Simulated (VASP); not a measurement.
A run of VASP 6.6.1 is set up as follows.

File INCAR:

```
SYSTEM = MgS
PREC = Accurate ; ENCUT = 520
EDIFF = 1E-7 ; ISMEAR = -1
SIGMA = 0.03 ; LREAL = .False.
LASPH = .True. ; NELM = 80
ALGO = Normal ; ISIF = 2
LWAVE = .False. ; LCHARG = .False.
GGA = PS ; NBANDS = 16
```

Contents of KPOINTS:

```
regular mesh
0
Gamma
  6 6 4
  0 0 0
```

The input POSCAR:

```
MgS
1.0
    4.0275873647      0.0000000000      0.0000000000
   -2.0137936823      3.4879929738      0.0000000000
    0.0000000000      0.0000000000      6.4205862611
Mg S
2 2
Direct
    0.3333333333      0.6666666667     -0.0036099304
    0.6666666667      0.3333333333      0.4963900696
    0.3333333333      0.6666666667      0.3786099304
    0.6666666667      0.3333333333      0.8786099304
```

Potentials or basis: VASP PAW PBE potentials, release 64 (Mg, S).

Command:

```console
$ cat potpaw_PBE.64/Mg/POTCAR potpaw_PBE.64/S/POTCAR > POTCAR
$ mpirun -np 1 vasp_std > vasp.out
```

Estimate the band gap on the k mesh.

3.31 eV, direct.

Estimate the largest force.

0.003 eV/Å.

Forces on the atoms (eV/Å):
```
Mg   0.000  0.000  0.003
Mg   0.000  0.000  0.003
S    0.000  0.000 -0.003
S    0.000  0.000 -0.003
```

Caveat: the PAW data sets were made with another functional, which shifts forces and pressure a little. A hybrid or GW would open this gap; PBEsol tends to underestimate it.
